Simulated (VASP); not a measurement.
The system is Te.

```
Te
1.0
     4.45400    0.00000    0.00000
    -2.22700    3.85728    0.00000
     0.00000    0.00000    5.92400
Te
3
Cartesian
  1.6178 2.8015 -0.0059
  -0.5910 1.0740 3.9915
  1.1950 0.0424 1.9730
```

Base run:

- Program: VASP 6.6.1
- Functional: PBEsol
- Potentials or basis: VASP PAW PBE potentials, release 64 (Te)
- Cutoff: 520 eV
- k mesh: 10 × 10 × 6
- Occupations: gaussian, width 0.05 eV
- Spin: no spin polarisation

Its results: band gap on the k mesh 0.31 eV (least direct gap 0.53 eV); pressure -1.2 GPa; largest force 0.197 eV/Å.

The run is repeated on the same cell with these changes: k mesh from 10 × 10 × 6 to 8 × 8 × 5. What comes out?

Band gap on the k mesh 0.49 eV (least direct gap 0.76 eV); pressure -1.2 GPa; largest force 0.196 eV/Å.

Caveats: semilocal functionals underestimate gaps, and a narrow one can read as zero; the PAW data sets were made with another functional, which shifts forces and pressure a little; spin-orbit coupling is left out, which moves the levels of the heavy elements.

A k mesh can miss the band edges.
